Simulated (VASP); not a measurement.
# PbS (F-43m) in VASP: notebook, part 2 of 2

VASP 6.6.1. The steps go on from the part before.

## (5) Single point, r2SCAN

This run uses another cell than the first one, of 35.97 Å³/atom, 0.924 times its volume.

Contents of POSCAR:

```
PbS
1.0
    0.0000000000      3.3009774955      3.3009774955
    3.3009774955      0.0000000000      3.3009774955
    3.3009774955      3.3009774955      0.0000000000
Pb S
1 1
Direct
    0.0000000000      0.0000000000      0.0000000000
    0.2500000000      0.2500000000      0.2500000000
```

Contents of INCAR.step1:

```
SYSTEM = PbS
ALGO = Normal
EDIFF = 1E-4
ENCUT = 520
GGA = PE
ISMEAR = 0
LASPH = .TRUE.
LCHARG = .FALSE.
LREAL = .FALSE.
LWAVE = .TRUE.
NBANDS = 17
NELM = 100
PREC = Accurate
SIGMA = 0.01
```

Contents of INCAR.step2:

```
SYSTEM = PbS
ALGO = Normal
EDIFF = 1E-6
ENCUT = 520
ISIF = 2
ISMEAR = 0
ISTART = 1
LASPH = .TRUE.
LCHARG = .FALSE.
LMIXTAU = .TRUE.
LREAL = .FALSE.
LWAVE = .FALSE.
METAGGA = R2SCAN
NBANDS = 17
NELM = 100
PREC = Accurate
SIGMA = 0.01
```

Contents of KPOINTS:

```
k-points
0
G
  6 6 6
  0 0 0
```

Potentials or basis: VASP PAW PBE potentials, release 64 (Pb_d, S).

On the command line:

```sh
$ cat potpaw_PBE.64/Pb_d/POTCAR potpaw_PBE.64/S/POTCAR > POTCAR
$ cp INCAR.step1 INCAR
$ mpirun -np 1 vasp_std > vasp.out
$ cp INCAR.step2 INCAR
$ mpirun -np 1 vasp_std > vasp.out
```

OUTCAR:

```text
SYSTEM = PbS
   EDIFF = 1E-6
   ENCUT = 520
   ISIF = 2
   ISMEAR = 0
   ISTART = 1
   LASPH = .TRUE.
   LREAL = .FALSE.
   METAGGA = R2SCAN
   NELM = 100
   PREC = Accurate

 ion  position               nearest neighbor table
   1  0.000  0.000  0.000-   2 2.86   2 2.86   2 2.86   2 2.86
   2  0.250  0.250  0.250-   1 2.86   1 2.86   1 2.86   1 2.86

  LATTYP: Found a face centered cubic cell.
 ALAT       =     6.6019549910

  Lattice vectors:

 A1 = (   0.0000000000,   3.3009774955,   3.3009774955)
 A2 = (   3.3009774955,   0.0000000000,   3.3009774955)
 A3 = (   3.3009774955,   3.3009774955,   0.0000000000)

Analysis of symmetry for initial positions (statically):
=====================================================================
 Subroutine PRICEL returns:
 Original cell was already a primitive cell.

 Routine SETGRP: Setting up the symmetry group for a
 face centered cubic supercell.

 Subroutine GETGRP returns: Found 24 space group operations
 (whereof 24 operations were pure point group operations)
 out of a pool of 48 trial point group operations.

The static configuration has the point symmetry T_d .

Analysis of symmetry for dynamics (positions and initial velocities):
=====================================================================
 Subroutine PRICEL returns:
 Original cell was already a primitive cell.

 Routine SETGRP: Setting up the symmetry group for a
 face centered cubic supercell.

 Subroutine GETGRP returns: Found 24 space group operations
 (whereof 24 operations were pure point group operations)
 out of a pool of 48 trial point group operations.

The dynamic configuration has the point symmetry T_d .

 Subroutine INISYM returns: Found 24 space group operations
 (whereof 24 operations are pure point group operations),
 and found     1 'primitive' translations

----------------------------------------------------------------------------------------

                                     Primitive cell

  volume of cell :      71.9379

  direct lattice vectors                    reciprocal lattice vectors
     0.000000000  3.300977496  3.300977496    -0.151470284  0.151470284  0.151470284
     3.300977496  0.000000000  3.300977496     0.151470284 -0.151470284  0.151470284
     3.300977496  3.300977496  0.000000000     0.151470284  0.151470284 -0.151470284

  length of vectors
     4.668287143  4.668287143  4.668287143     0.262354228  0.262354228  0.262354228

  position of ions in fractional coordinates (direct lattice)
     0.000000000  0.000000000  0.000000000
     0.250000000  0.250000000  0.250000000

  ion indices of the primitive-cell ions
   primitive index   ion index
                 1           1
                 2           2

----------------------------------------------------------------------------------------

 KPOINTS: k-points

Automatic generation of k-mesh.
 Grid dimensions read from file:
 generate k-points for:    6    6    6

 Generating k-lattice:

  Cartesian coordinates                     Fractional coordinates (reciprocal lattice)
    -0.025245047  0.025245047  0.025245047     0.166666667  0.000000000  0.000000000
     0.025245047 -0.025245047  0.025245047     0.000000000  0.166666667  0.000000000
     0.025245047  0.025245047 -0.025245047     0.000000000  0.000000000  0.166666667

  Length of vectors
     0.043725705  0.043725705  0.043725705

  Shift w.r.t. Gamma in fractional coordinates (k-lattice)
     0.000000000  0.000000000  0.000000000

 Subroutine IBZKPT returns following result:
 ===========================================

 Found     16 irreducible k-points:

 Following reciprocal coordinates:
            Coordinates               Weight
  0.000000  0.000000  0.000000      1.000000
  0.166667  0.000000  0.000000      8.000000
  0.333333  0.000000  0.000000      8.000000
  0.500000  0.000000  0.000000      4.000000
  0.166667  0.166667  0.000000      6.000000
  0.333333  0.166667  0.000000     24.000000
[... 8 lines left out ...]
 -0.333333  0.333333  0.166667     24.000000
 -0.333333  0.500000  0.166667     12.000000
   k-points           NKPTS =     16   k-points in BZ     NKDIM =     16   number of bands    NBANDS=     17
   number of dos      NEDOS =    301   number of ions     NIONS =      2
   total plane-waves  NPLWV =  46656
   dimension x,y,z NGX =    36 NGY =   36 NGZ =   36
   dimension x,y,z NGXF=    72 NGYF=   72 NGZF=   72
   ions per type =               1   1
   NGX,Y,Z   is equivalent  to a cutoff of  12.82, 12.82, 12.82 a.u.
   NGXF,Y,Z  is equivalent  to a cutoff of  25.64, 25.64, 25.64 a.u.
 SYSTEM =  PbS
   PREC   = accura    normal or accurate (medium, high low for compatibility)
   ISTART =      1    job   : 0-new  1-cont  2-samecut
   ICHARG =      0    charge: 1-file 2-atom 10-const
   ISPIN  =      1    spin polarized calculation?
   LNONCOLLINEAR =      F non collinear calculations
   LSORBIT =      F    spin-orbit coupling
   LASPH  =      T    aspherical Exc in radial PAW
   ENCUT  =  520.0 eV  38.22 Ry    6.18 a.u.   8.68  8.68  8.68*2*pi/ulx,y,z
   NELM   =    100;   NELMIN=  2; NELMDL=  0     # of ELM steps
   EDIFF  = 0.1E-05   stopping-criterion for ELM
   LREAL  =      F    real-space projection
   EDIFFG = 0.1E-04   stopping-criterion for IOM
   NSW    =      0    number of steps for IOM
   IBRION =     -1    ionic relax: 0-MD 1-quasi-New 2-CG
   NFREE  =      0    steps in history (QN), initial steepest desc. (CG)
   ISIF   =      2    stress and relaxation
   ISYM   =      2    0-nonsym 1-usesym 2-fastsym
   POTIM  = 0.5000    time-step for ionic-motion
   TEBEG  =    0.0;   TEEND  =   0.0 temperature during run
   PSTRESS=    0.0 pullay stress
   NELECT =      20.0000    total number of electrons
   NUPDOWN=      -1.0000    fix difference up-down
   EMIN   =  10.00;   EMAX   =-10.00  energy-range for DOS
   EFERMI =   0.00;   METHOD = LEGACY
   ISMEAR =     0;   SIGMA  =   0.01  broadening in eV -4-tet -1-fermi 0-gaus
   EFERMI_NEDOS =   21; number of points for ismear=-14 and -15
   IALGO  =     38    algorithm
   IMIX   =      4    mixing-type and parameters
     AMIX     =   0.40;   BMIX     =  1.00
     AMIX_MAG =   1.60;   BMIX_MAG =  1.00
  volume/ion in A,a.u.               =      35.97       242.73
  Fermi-wavevector in a.u.,A,eV,Ry     =   1.068478  2.019131 15.533028  1.141645
  Thomas-Fermi vector in A             =   2.204127
   LORBIT       =      0    0 simple, 1 ext, 2 COOP (PROOUT), +10 PAW based schemes
   METAGGA = R2SCAN    functional components
   LHFCALC =     F    Hartree Fock is set to
   AEXX    =    0.0000 exact exchange contribution
   IVDW    =     0    specifies the selected vdW correction
   LEPSILON=     F    determine dielectric tensor
   LRPA    =     F    only Hartree local field effects (RPA)
 non-spin polarized calculation
 Gauss-broadening in eV      SIGMA  =   0.01
  energy-cutoff  :      520.00
  volume of cell :       71.94
 maximum number of plane-waves:      1964
   NGX = 17   NGY = 17   NGZ = 17

 number of electron      19.9999996 magnetization

 Free energy of the ion-electron system (eV)
  ---------------------------------------------------
  ext. energy  EPLUGINS =         0.00000000
  ---------------------------------------------------
  free energy    TOTEN  =       -65.11225753 eV

  energy without entropy =      -65.11225753  energy(sigma->0) =      -65.11225753

 E-fermi :   2.6321     XC(G=0):  -8.4689

 val. band max:        2.5822604168   @ k =  -0.3333   0.5000   0.1667
 cond. band min:       3.6516829561   @ k =   0.5000   0.5000   0.0000
 fundamental gap:      1.0694225393
 Fermi energy:         2.6320928237

 k-point     1 :       0.0000    0.0000    0.0000
  band No.  band energies     occupation
      1     -14.5445      2.00000
      2     -14.5445      2.00000
      3     -14.5445      2.00000
      4     -14.5024      2.00000
      5     -14.5024      2.00000
      6     -10.5044      2.00000
[... 9 lines left out ...]
     16      11.7956      0.00000
     17      12.6954      0.00000
[... 281 lines left out ...]
 k-point    16 :      -0.3333    0.5000    0.1667
  band No.  band energies     occupation
      1     -14.5978      2.00000
      2     -14.5245      2.00000
      3     -14.5165      2.00000
      4     -14.5078      2.00000
      5     -14.4958      2.00000
      6      -9.4520      2.00000
[... 9 lines left out ...]
     16      12.8842      0.00000
     17      12.8913      0.00000

------------------------ aborting loop because EDIFF is reached ----------------------------------------

  FORCE on cell =-STRESS in cart. coord.  units (eV):
  Direction    XX          YY          ZZ          XY          YZ          ZX
  --------------------------------------------------------------------------------------
  -------------------------------------------------------------------------------------
  Total       -0.0049393     -0.0049393     -0.0049393     -0.0000000      0.0000000     -0.0000000
  in kB       -0.1100060     -0.1100060     -0.1100060     -0.0000000      0.0000000     -0.0000000
  external PRESSURE =      -0.1100060 kB  Pullay stress =       0.0000000 kB

 VOLUME and BASIS-vectors are now :
 -----------------------------------------------------------------------------
  energy-cutoff  :      520.00
  volume of cell :       71.94
      direct lattice vectors                 reciprocal lattice vectors
     0.000000000  3.300977496  3.300977496    -0.151470284  0.151470284  0.151470284
     3.300977496  0.000000000  3.300977496     0.151470284 -0.151470284  0.151470284
     3.300977496  3.300977496  0.000000000     0.151470284  0.151470284 -0.151470284

 POSITION                                       TOTAL-FORCE (eV/Angst)
 -----------------------------------------------------------------------------------
      0.00000      0.00000      0.00000        -0.000000     -0.000000     -0.000000
      1.65049      1.65049      1.65049         0.000000      0.000000      0.000000
 -----------------------------------------------------------------------------------
    total drift:                                0.000000      0.000000      0.000000

  FREE ENERGIE OF THE ION-ELECTRON SYSTEM (eV)
  ---------------------------------------------------
  free  energy   TOTEN  =       -65.1122575347 eV

  energy  without entropy=      -65.1122575347  energy(sigma->0) =      -65.11225753
```

OUTCAR.step1:

```text
SYSTEM = PbS
   EDIFF = 1E-4
   ENCUT = 520
   GGA = PE
   ISMEAR = 0
   LASPH = .TRUE.
   LREAL = .FALSE.
[... 529 lines left out ...]
      0.00000      0.00000      0.00000        -0.000000     -0.000000     -0.000000
      1.65049      1.65049      1.65049         0.000000      0.000000      0.000000
 -----------------------------------------------------------------------------------
    total drift:                                0.000000      0.000000      0.000000

  FREE ENERGIE OF THE ION-ELECTRON SYSTEM (eV)
  ---------------------------------------------------
  free  energy   TOTEN  =        -8.4053912902 eV

  energy  without entropy=       -8.4053912902  energy(sigma->0) =       -8.40539129
```

Wall time 48 s (1 thread of Intel Xeon Platinum 8488C (Sapphire Rapids), shared host); peak memory 0.21 GiB.

What came out:

```yaml
Free_energy: -65.1123 eV
Pressure: 0.0 GPa
Band_gap_on_the_k_mesh: 1.07 eV, indirect (least direct gap 1.44 eV)
```

Levels at points of the mesh, in eV from the valence-band top:
```tsv
k point	band 8	band 9	band 10	band 11	band 12	band 13
(0.00, 0.00, 0.00)	-1.73	-1.73	-1.73	2.85	2.85	2.85
(0.50, 0.00, 0.00)	-2.24	-2.24	-1.83	3.58	3.58	3.95
(0.50, 0.50, 0.00)	-2.95	-2.95	-0.37	1.07	5.58	5.58
```

Caveat: the PAW data sets were made with another functional, which shifts forces and pressure a little; spin-orbit coupling is left out, which moves the levels of the heavy elements. A k mesh can miss the band edges.

## (6) Single point, r2SCAN (volume changed by +3%)

Contents of POSCAR:

```
PbS
1.0
    0.0000000000      3.3336625667      3.3336625667
    3.3336625667      0.0000000000      3.3336625667
    3.3336625667      3.3336625667      0.0000000000
Pb S
1 1
Direct
    0.0000000000      0.0000000000      0.0000000000
    0.2500000000      0.2500000000      0.2500000000
```

Contents of INCAR.step1:

```
SYSTEM = PbS
PREC = Accurate
ENCUT = 520
ISMEAR = 0
SIGMA = 0.01
LREAL = .FALSE.
LASPH = .TRUE.
NELM = 80
NBANDS = 17
GGA = PE
ALGO = Normal
EDIFF = 1E-4
LWAVE = .TRUE.
LCHARG = .FALSE.
```

Contents of INCAR.step2:

```
SYSTEM = PbS
PREC = Accurate
ENCUT = 520
EDIFF = 1E-6
ISMEAR = 0
SIGMA = 0.01
LREAL = .FALSE.
LASPH = .TRUE.
NELM = 80
ALGO = Normal
ISIF = 2
LWAVE = .FALSE.
LCHARG = .FALSE.
METAGGA = R2SCAN
LMIXTAU = .TRUE.
NBANDS = 17
ISTART = 1
```

Contents of KPOINTS:

```
regular mesh
0
G
  6 6 6
  0 0 0
```

Potentials or basis: VASP PAW PBE potentials, release 64 (Pb_d, S).

On the command line:

```sh
$ cat potpaw_PBE.64/Pb_d/POTCAR potpaw_PBE.64/S/POTCAR > POTCAR
$ cp INCAR.step1 INCAR
$ mpirun -np 1 vasp_std > vasp.out
$ cp INCAR.step2 INCAR
$ mpirun -np 1 vasp_std > vasp.out
```

It took 59 s on 1 thread of Intel Xeon Platinum 8488C (Sapphire Rapids), shared host; peak memory 0.22 GiB.

It converged, with:

| Quantity | Value |
| --- | --- |
| Free energy | -65.1054 eV |
| Pressure | -1.1 GPa |
| Band gap on the k mesh | 1.14 eV, indirect (least direct gap 1.49 eV) |

Levels at points of the mesh, in eV from the valence-band top:
```tsv
k point	band 8	band 9	band 10	band 11	band 12	band 13
(0.00, 0.00, 0.00)	-1.63	-1.63	-1.63	2.87	2.87	2.87
(0.50, 0.00, 0.00)	-2.12	-2.12	-1.77	3.57	3.57	3.90
(0.50, 0.50, 0.00)	-2.80	-2.80	-0.35	1.14	5.46	5.46
```

Caveat: the cell differs from its parent crystal (volume changed by +3%); the PAW data sets were made with another functional, which shifts forces and pressure a little; spin-orbit coupling is left out, which moves the levels of the heavy elements. A k mesh can miss the band edges.

## (7) Single point, r2SCAN (volume changed by +6%)

Contents of POSCAR:

```
PbS
1.0
    0.0000000000      3.3657189809      3.3657189809
    3.3657189809      0.0000000000      3.3657189809
    3.3657189809      3.3657189809      0.0000000000
Pb S
1 1
Direct
    0.0000000000      0.0000000000      0.0000000000
    0.2500000000      0.2500000000      0.2500000000
```

Contents of INCAR.step1:

```
PREC = Accurate
ENCUT = 520
ISMEAR = 0
SIGMA = 0.01
LREAL = False
LASPH = True
NELM = 100
NBANDS = 17
GGA = PE
ALGO = Normal
EDIFF = 1E-4
LWAVE = True
LCHARG = False
```

Contents of INCAR.step2:

```
PREC = Accurate
ENCUT = 520
EDIFF = 1E-7
ISMEAR = 0
SIGMA = 0.01
LREAL = False
LASPH = True
NELM = 100
ALGO = Normal
ISIF = 2
LWAVE = False
LCHARG = True
METAGGA = R2SCAN
LMIXTAU = True
LELF = True
LVHAR = True
NBANDS = 17
ISTART = 1
```

Contents of KPOINTS:

```
Automatic mesh
0
Gamma
  6 6 6
```

On the command line:

```sh
$ cat potpaw_PBE.64/Pb_d/POTCAR potpaw_PBE.64/S/POTCAR > POTCAR
$ cp INCAR.step1 INCAR
$ mpirun -np 1 vasp_std > vasp.out
$ cp INCAR.step2 INCAR
$ mpirun -np 1 vasp_std > vasp.out
```

Wall time 58 s (1 thread of Intel Xeon Platinum 8488C (Sapphire Rapids), shared host); peak memory 0.22 GiB.

The run converged. Its results:

```
Free energy            : -65.0851 eV
Pressure               : -2.0 GPa
Band gap on the k mesh : 1.19 eV, indirect (least direct gap 1.52 eV)
```

Levels at points of the mesh, in eV from the valence-band top:
| k point | band 6 | band 7 | band 8 | band 9 | band 10 | band 11 | band 12 | band 13 | band 14 | band 15 |
| --- | --- | --- | --- | --- | --- | --- | --- | --- | --- | --- |
| (0.00, 0.00, 0.00) | -12.71 | -6.05 | -1.53 | -1.53 | -1.53 | 2.88 | 2.88 | 2.88 | 5.47 | 9.22 |
| (0.50, 0.00, 0.00) | -12.06 | -7.66 | -2.01 | -2.01 | -1.71 | 3.57 | 3.57 | 3.84 | 7.33 | 8.84 |
| (0.50, 0.50, 0.00) | -11.80 | -8.04 | -2.66 | -2.66 | -0.33 | 1.19 | 5.35 | 5.35 | 6.39 | 8.88 |

Caveat: the cell differs from its parent crystal (volume changed by +6%); the PAW data sets were made with another functional, which shifts forces and pressure a little; spin-orbit coupling is left out, which moves the levels of the heavy elements. A k mesh can miss the band edges.

## (8) Summary

```tsv
level	cell	gap on the mesh (eV)	pressure (GPa)
PBE	a = 4.792 Å, angles 60.0°, 2 atoms	1.06	-1.9
r2SCAN	a = 4.573 Å, angles 60.0°, 2 atoms	0.91	2.7
r2SCAN	a = 4.621 Å, angles 60.0°, 2 atoms	1.00	1.2
r2SCAN	a = 4.668 Å, angles 60.0°, 2 atoms	1.07	0.0
r2SCAN	a = 4.715 Å, angles 60.0°, 2 atoms	1.14	-1.1
r2SCAN	a = 4.760 Å, angles 60.0°, 2 atoms	1.19	-2.0
```

Alike in all rows: task single point; potentials or basis VASP PAW PBE potentials, release 64 (Pb_d, S); no spin polarisation; k mesh 6 × 6 × 6; cutoff (eV) 520; smearing gaussian 0.01 eV.

Caveats: spin-orbit coupling is left out, which moves the levels of the heavy elements; the PAW data sets were made with another functional, which shifts forces and pressure a little (some runs).

Absolute energies hang on the potentials; compare differences alone.
